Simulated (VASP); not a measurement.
# Mo (Im-3m) in VASP: a series of runs, part 2 of 2

VASP 6.6.1. Earlier steps stand in the parts before.

## (3) Single point, r2SCAN

This run uses another cell than the first one, of 15.75 Å³/atom.

File POSCAR:

```
Mo
1.0
   -1.5791725745      1.5791725745      1.5791725745
    1.5791725745     -1.5791725745      1.5791725745
    1.5791725745      1.5791725745     -1.5791725745
Mo
1
Direct
    0.0000000000      0.0000000000      0.0000000000
```

File INCAR.step1:

```
PREC = Accurate
ENCUT = 520
ISMEAR = 0
SIGMA = 0.1
LREAL = F
LASPH = T
NELM = 80
NBANDS = 13
GGA = PE
ALGO = Normal
EDIFF = 1E-4
LWAVE = T
LCHARG = F
```

File INCAR.step2:

```
PREC = Accurate
ENCUT = 520
EDIFF = 1E-6
ISMEAR = 0
SIGMA = 0.1
LREAL = F
LASPH = T
NELM = 80
ALGO = Normal
ISIF = 2
LWAVE = F
LCHARG = F
METAGGA = R2SCAN
LMIXTAU = T
NBANDS = 13
ISTART = 1
```

File KPOINTS:

```
Automatic mesh
0
Gamma
  18 18 18
```

Potentials or basis: VASP PAW PBE potentials, release 64 (Mo_sv).

Launch:

```sh
cat potpaw_PBE.64/Mo_sv/POTCAR > POTCAR
cp INCAR.step1 INCAR
mpirun -np 1 vasp_std > vasp.out
cp INCAR.step2 INCAR
mpirun -np 1 vasp_std > vasp.out
```

OUTCAR:

```text
PREC = Accurate
   ENCUT = 520
   EDIFF = 1E-6
   ISMEAR = 0
   LREAL = F
   LASPH = T
   NELM = 80
   ISIF = 2
   METAGGA = R2SCAN
   ISTART = 1

 ion  position               nearest neighbor table
   1  0.000  0.000  0.000-

  LATTYP: Found a body centered cubic cell.
 ALAT       =     3.1583451490

  Lattice vectors:

 A1 = (  -1.5791725745,   1.5791725745,   1.5791725745)
 A2 = (   1.5791725745,  -1.5791725745,   1.5791725745)
 A3 = (   1.5791725745,   1.5791725745,  -1.5791725745)

Analysis of symmetry for initial positions (statically):
=====================================================================
 Subroutine PRICEL returns:
 Original cell was already a primitive cell.

 Routine SETGRP: Setting up the symmetry group for a
 body centered cubic supercell.

 Subroutine GETGRP returns: Found 48 space group operations
 (whereof 48 operations were pure point group operations)
 out of a pool of 48 trial point group operations.

The static configuration has the point symmetry O_h .

Analysis of symmetry for dynamics (positions and initial velocities):
=====================================================================
 Subroutine PRICEL returns:
 Original cell was already a primitive cell.

 Routine SETGRP: Setting up the symmetry group for a
 body centered cubic supercell.

 Subroutine GETGRP returns: Found 48 space group operations
 (whereof 48 operations were pure point group operations)
 out of a pool of 48 trial point group operations.

The dynamic configuration has the point symmetry O_h .

 Subroutine INISYM returns: Found 48 space group operations
 (whereof 48 operations are pure point group operations),
 and found     1 'primitive' translations

----------------------------------------------------------------------------------------

                                     Primitive cell
[... 114 lines left out ...]
   METAGGA = R2SCAN    functional components
   LHFCALC =     F    Hartree Fock is set to
   AEXX    =    0.0000 exact exchange contribution
   IVDW    =     0    specifies the selected vdW correction
   LEPSILON=     F    determine dielectric tensor
   LRPA    =     F    only Hartree local field effects (RPA)
 non-spin polarized calculation
 Gauss-broadening in eV      SIGMA  =   0.10
  energy-cutoff  :      520.00
  volume of cell :       15.75
 maximum number of plane-waves:       438
   NGX = 11   NGY = 11   NGZ = 11

 number of electron      14.0000003 magnetization

 Free energy of the ion-electron system (eV)
  ---------------------------------------------------
  ext. energy  EPLUGINS =         0.00000000
  ---------------------------------------------------
  free energy    TOTEN  =       -26.07736908 eV

  energy without entropy =      -26.07451074  energy(sigma->0) =      -26.07593991

 E-fermi :  12.4357     XC(G=0): -14.5881

 val. band max:       12.4317977036   @ k =  -0.3889   0.4444   0.2778
 cond. band min:      12.4575128964   @ k =   0.3889   0.1111   0.0556
 fundamental gap:      0.0257151928
 Fermi energy:        12.4357482273

 k-point     1 :       0.0000    0.0000    0.0000
  band No.  band energies     occupation
      1     -50.7989      2.00000
      2     -23.2891      2.00000
      3     -23.2891      2.00000
      4     -23.2891      2.00000
      5       4.7875      2.00000
      6      11.0170      2.00000
      7      11.0170      2.00000
      8      11.0170      2.00000
      9      14.3243      0.00000
     10      14.3243      0.00000
     11      27.9092      0.00000
     12      27.9092      0.00000
     13      27.9092      0.00000
[... 354 lines left out ...]
  band No.  band energies     occupation
      1     -50.5147      2.00000
      2     -24.6681      2.00000
      3     -23.7963      2.00000
      4     -23.3645      2.00000
      5       7.3045      2.00000
      6       9.0398      2.00000
      7      12.3870      1.50984
      8      14.1522      0.00000
      9      15.3306      0.00000
     10      17.9671      0.00000
     11      24.6410      0.00000
     12      25.7665      0.00000
     13      30.2072      0.00000

 [... further k-points ...]

------------------------ aborting loop because EDIFF is reached ----------------------------------------

  FORCE on cell =-STRESS in cart. coord.  units (eV):
  Direction    XX          YY          ZZ          XY          YZ          ZX
  --------------------------------------------------------------------------------------
  -------------------------------------------------------------------------------------
  Total       -0.0891893     -0.0891893     -0.0891893     -0.0000000     -0.0000000      0.0000000
  in kB       -9.0714076     -9.0714076     -9.0714076     -0.0000000     -0.0000000      0.0000000
  external PRESSURE =      -9.0714076 kB  Pullay stress =       0.0000000 kB

 VOLUME and BASIS-vectors are now :
 -----------------------------------------------------------------------------
  energy-cutoff  :      520.00
  volume of cell :       15.75
      direct lattice vectors                 reciprocal lattice vectors
    -1.579172575  1.579172575  1.579172575     0.000000000  0.316621507  0.316621507
     1.579172575 -1.579172575  1.579172575     0.316621507  0.000000000  0.316621507
     1.579172575  1.579172575 -1.579172575     0.316621507  0.316621507  0.000000000

 POSITION                                       TOTAL-FORCE (eV/Angst)
 -----------------------------------------------------------------------------------
      0.00000      0.00000      0.00000        -0.000000      0.000000      0.000000
 -----------------------------------------------------------------------------------
    total drift:                                0.000000     -0.000000      0.000000

  FREE ENERGIE OF THE ION-ELECTRON SYSTEM (eV)
  ---------------------------------------------------
  free  energy   TOTEN  =       -26.0773690792 eV

  energy  without entropy=      -26.0745107414  energy(sigma->0) =      -26.07593991
```

OUTCAR.step1:

```text
PREC = Accurate
   ENCUT = 520
   ISMEAR = 0
   LREAL = F
   LASPH = T
[... 599 lines left out ...]

 POSITION                                       TOTAL-FORCE (eV/Angst)
 -----------------------------------------------------------------------------------
      0.00000      0.00000      0.00000         0.000000     -0.000000      0.000000
 -----------------------------------------------------------------------------------
    total drift:                                0.000000      0.000000      0.000000

  FREE ENERGIE OF THE ION-ELECTRON SYSTEM (eV)
  ---------------------------------------------------
  free  energy   TOTEN  =       -10.9347764381 eV

  energy  without entropy=      -10.9321503688  energy(sigma->0) =      -10.93346340
```

OSZICAR.step1:

```text
N       E                     dE             d eps       ncg     rms          rms(c)
DAV:   1     0.937724485966E+02    0.93772E+02   -0.80822E+03  5091   0.111E+03
DAV:   2    -0.103826355639E+02   -0.10416E+03   -0.10021E+03  5880   0.311E+02
DAV:   3    -0.115951556009E+02   -0.12125E+01   -0.12091E+01  5640   0.336E+01
DAV:   4    -0.115979089612E+02   -0.27534E-02   -0.27533E-02  5730   0.195E+00
DAV:   5    -0.115979267232E+02   -0.17762E-04   -0.17763E-04  5684   0.140E-01    0.144E+01
DAV:   6    -0.110167858451E+02    0.58114E+00   -0.72677E-01  5215   0.104E+01    0.388E+00
DAV:   7    -0.109384313074E+02    0.78355E-01   -0.14194E-01  5610   0.440E+00    0.952E-01
DAV:   8    -0.109347069872E+02    0.37243E-02   -0.39960E-03  5275   0.807E-01    0.191E-01
DAV:   9    -0.109347764381E+02   -0.69451E-04   -0.85198E-05  3630   0.120E-01
   1 F= -.10934776E+02 E0= -.10933463E+02  d E =-.262607E-02
```

It took 2.7 min on 1 thread of Intel Xeon 8259CL, shared host; peak memory 0.16 GiB.

What came out:

* Free energy: -26.0774 eV
* Pressure: -0.9 GPa
* Band gap on the k mesh: zero (bands 7 and 8 overlap by 5.50 eV)

Levels at points of the mesh, in eV from the Fermi level:
```tsv
k point	band 5	band 6	band 7	band 8	band 9	band 10
(0.00, 0.00, 0.00)	-7.65	-1.42	-1.42	-1.42	1.89	1.89
(0.50, 0.00, 0.00)	-5.56	-3.56	1.54	1.86	2.56	4.86
(0.50, 0.50, 0.50)	-5.60	-5.60	4.09	4.09	4.09	9.40
```

Caveat: the PAW data sets were made with another functional, which shifts forces and pressure a little.

## (4) Relaxation of cell and atoms, r2SCAN, target pressure 40 GPa, at which the enthalpy is minimised

This run uses another cell than the first one, of 13.89 Å³/atom.

File POSCAR:

```
Mo
1.0
   -1.5143545840      1.5143545840      1.5143545840
    1.5143545840     -1.5143545840      1.5143545840
    1.5143545840      1.5143545840     -1.5143545840
Mo
1
Direct
    0.0000000000      0.0000000000      0.0000000000
```

File INCAR.step1:

```
ALGO = Normal
EDIFF = 1E-4
ENCUT = 600
GGA = PE
ISMEAR = 0
LASPH = True
LCHARG = False
LREAL = False
LWAVE = True
NELM = 100
PREC = Accurate
SIGMA = 0.1
```

File INCAR.step2:

```
ALGO = Normal
EDIFF = 1E-6
EDIFFG = -0.008
ENCUT = 600
IBRION = 2
ISIF = 3
ISMEAR = 0
ISTART = 1
LASPH = True
LCHARG = False
LMIXTAU = True
LREAL = False
LWAVE = False
METAGGA = R2SCAN
NELM = 100
NSW = 70
PREC = Accurate
PSTRESS = 400.0
SIGMA = 0.1
```

File KPOINTS:

```
k-points
0
Gamma
  18 18 18
```

Launch:

```sh
cat potpaw_PBE.64/Mo_sv/POTCAR > POTCAR
cp INCAR.step1 INCAR
mpirun -np 1 vasp_std > vasp.out
cp INCAR.step2 INCAR
mpirun -np 1 vasp_std > vasp.out
```

It took 7 min on 1 thread of Intel Xeon 8259CL, shared host; peak memory 0.18 GiB.

The run converged. Its results:

- Free energy: -25.8833 eV
- Relaxed volume: 13.99 Å³/atom
- Relaxed cell: a = 2.629 Å, b = 2.629 Å, c = 2.629 Å, α = 109.47°, β = 109.47°, γ = 109.47°
- Space group after relaxing (to 0.1 Å): Im-3m (No. 229)
- Energy change on relaxing (the run minimises the enthalpy): -25.9 meV/atom
- Ionic steps: 3
- Pressure after relaxing: 40.0 GPa
- Band gap on the k mesh: zero (bands 7 and 8 overlap by 6.49 eV)

Step by step:
```tsv
step	energy change (eV)	largest force (eV/Å)	pressure (GPa)	volume (Å³)
1	0.0000	0.0000	43.12	13.89
2	-0.1197	0.0000	26.97	14.44
3	-0.0259	0.0000	39.97	13.99
```

Final structure:
```
CELL_PARAMETERS angstrom
-1.51798 1.51798 1.51798
1.51798 -1.51798 1.51798
1.51798 1.51798 -1.51798
ATOMIC_POSITIONS crystal
Mo 0.00000 0.00000 0.00000
```

Levels at points of the mesh, in eV from the Fermi level:
| k point | band 5 | band 6 | band 7 | band 8 | band 9 | band 10 |
| --- | --- | --- | --- | --- | --- | --- |
| (0.00, 0.00, 0.00) | -8.01 | -1.70 | -1.70 | -1.70 | 2.05 | 2.05 |
| (0.50, 0.00, 0.00) | -6.37 | -4.21 | 2.08 | 2.12 | 2.91 | 5.74 |
| (0.50, 0.50, 0.50) | -6.67 | -6.67 | 4.79 | 4.79 | 4.79 | 10.42 |

Caveat: the cell is relaxed towards a set pressure, so the run minimises the enthalpy, not the energy; the PAW data sets were made with another functional, which shifts forces and pressure a little.

## (5) Relaxation of cell and atoms, r2SCAN, target pressure 20 GPa, at which the enthalpy is minimised

This run uses another cell than the first one, of 14.64 Å³/atom.

File POSCAR:

```
Mo
1.0
   -1.5411577261      1.5411577261      1.5411577261
    1.5411577261     -1.5411577261      1.5411577261
    1.5411577261      1.5411577261     -1.5411577261
Mo
1
Direct
    0.0000000000      0.0000000000      0.0000000000
```

File INCAR.step1:

```
SYSTEM = Mo
ALGO = Normal
EDIFF = 1E-4
ENCUT = 600
GGA = PE
ISMEAR = 0
LASPH = .True.
LCHARG = .False.
LREAL = .False.
LWAVE = .True.
NELM = 80
PREC = Accurate
SIGMA = 0.1
```

File INCAR.step2:

```
SYSTEM = Mo
ALGO = Normal
EDIFF = 1E-7
EDIFFG = -0.008
ENCUT = 600
IBRION = 2
ISIF = 3
ISMEAR = 0
ISTART = 1
LASPH = .True.
LCHARG = .False.
LMIXTAU = .True.
LREAL = .False.
LWAVE = .False.
METAGGA = R2SCAN
NELM = 80
NSW = 70
PREC = Accurate
PSTRESS = 200.0
SIGMA = 0.1
```

File KPOINTS:

```
k-points
0
Gamma
  18 18 18
  0 0 0
```

Launch:

```sh
cat potpaw_PBE.64/Mo_sv/POTCAR > POTCAR
cp INCAR.step1 INCAR
mpirun -np 1 vasp_std > vasp.out
cp INCAR.step2 INCAR
mpirun -np 1 vasp_std > vasp.out
```

Run time: 7.8 min. Hardware: 1 thread of Intel Xeon 8259CL, shared host; peak memory 0.18 GiB.

It converged, with:

- Free energy: -26.0177 eV
- Relaxed volume: 14.72 Å³/atom
- Relaxed cell: a = 2.674 Å, b = 2.674 Å, c = 2.674 Å, α = 109.47°, β = 109.47°, γ = 109.47°
- Space group after relaxing (to 0.1 Å): Im-3m (No. 229)
- Energy change on relaxing (the run minimises the enthalpy): -10.0 meV/atom
- Ionic steps: 3
- Pressure after relaxing: 20.0 GPa
- Band gap on the k mesh: zero (bands 7 and 8 overlap by 6.05 eV)

The path:
| step | energy change (eV) | largest force (eV/Å) | pressure (GPa) | volume (Å³) |
| --- | --- | --- | --- | --- |
| 1 | 0.0000 | 0.0000 | 21.87 | 14.64 |
| 2 | -0.0398 | 0.0000 | 13.40 | 15.01 |
| 3 | -0.0100 | 0.0000 | 19.99 | 14.72 |

Final structure:
```
CELL_PARAMETERS angstrom
-1.54384 1.54384 1.54384
1.54384 -1.54384 1.54384
1.54384 1.54384 -1.54384
ATOMIC_POSITIONS crystal
Mo 0.00000 0.00000 0.00000
```

Levels at points of the mesh, in eV from the Fermi level:
```tsv
k point	band 4	band 5	band 6	band 7	band 8	band 9	band 10	band 11
(0.00, 0.00, 0.00)	-35.58	-7.87	-1.58	-1.58	-1.58	1.98	1.98	15.54
(0.50, 0.00, 0.00)	-35.60	-6.01	-3.92	1.82	2.00	2.76	5.35	12.60
(0.50, 0.50, 0.50)	-36.82	-6.19	-6.19	4.48	4.48	4.48	9.96	9.96
```

Caveat: the cell is relaxed towards a set pressure, so the run minimises the enthalpy, not the energy; the PAW data sets were made with another functional, which shifts forces and pressure a little.

## (6) The runs side by side

| task | cell | cutoff (eV) | gap on the mesh (eV) | pressure (GPa) |
| --- | --- | --- | --- | --- |
| single point | a = 2.722 Å, angles 109.5°, 1 atom | 520 | none | 3.2 |
| single point | a = 2.735 Å, angles 109.5°, 1 atom | 520 | none | -0.9 |
| relaxation of cell and atoms | relaxed to 40 GPa from a = 2.623 Å, angles 109.5°, 1 atom | 600 | none | 40.0 |
| relaxation of cell and atoms | relaxed to 20 GPa from a = 2.669 Å, angles 109.5°, 1 atom | 600 | none | 20.0 |

Alike in all rows: level r2SCAN; potentials or basis VASP PAW PBE potentials, release 64 (Mo_sv); no spin polarisation; k mesh 18 × 18 × 18; smearing gaussian 0.1 eV.

Caveats: the PAW data sets were made with another functional, which shifts forces and pressure a little; the cell is relaxed towards a set pressure, so the run minimises the enthalpy, not the energy (at least some runs); the cell stands under pressure (at least some runs).

Absolute energies hang on the potentials; compare differences alone.

The gap in the log of VASP goes by the Fermi energy; the results here count the filled bands.